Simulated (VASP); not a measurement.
Set up this calculation in VASP 6.6.1, as the native input.

| Property | Result |
| --- | --- |
| Task | single point |
| Functional | PBE |
| Potentials or basis | VASP PAW PBE potentials, release 64 (Ca_sv, F) |
| Cutoff | 600 eV |
| k mesh | 6 × 6 × 6 |
| Occupations | gaussian, width 0.01 eV |
| Spin | no spin polarisation |
| Dipole correction | no |
| Further INCAR settings | ALGO = Normal; EDIFF = 1e-06; NBANDS = 19 |

The structure of CaF2 (Fluorite) lies in POSCAR:

```
CaF2
1.0
    3.8622170000      0.0000000000      0.0000000000
    1.9311085000      3.3447780369      0.0000000000
    1.9311085000      1.1149260123      3.1534869753
Ca F
1 2
Direct
    0.0000000000      0.0000000000      0.0000000000
    0.2500000000      0.2500000000      0.2500000000
    0.7500000000      0.7500000000      0.7500000000
```

One way to write it, as run:

INCAR

```
SYSTEM = CaF2
PREC = Accurate
ENCUT = 600
EDIFF = 1E-6
ISMEAR = 0
SIGMA = 0.01
LREAL = .False.
LASPH = .True.
NELM = 120
ALGO = Normal
ISIF = 2
LWAVE = .False.
LCHARG = .False.
GGA = PE
NBANDS = 19
GGA_COMPAT = .False.
```

KPOINTS

```
regular mesh
0
Gamma
  6 6 6
  0 0 0
```

Potentials or basis: VASP PAW PBE potentials, release 64 (Ca_sv, F).

Command:

```console
$ cat potpaw_PBE.64/Ca_sv/POTCAR potpaw_PBE.64/F/POTCAR > POTCAR
$ mpirun -np 1 vasp_std > vasp.out
```

Results of the run:

* Pressure: 2.4 GPa
* Band gap on the k mesh: 7.28 eV, indirect (least direct gap 7.54 eV)

Wall time 7.7 s on 1 thread of Intel(R) Xeon(R) Platinum 8488C (Sapphire Rapids), on a shared host, peak memory 0.17 GiB.
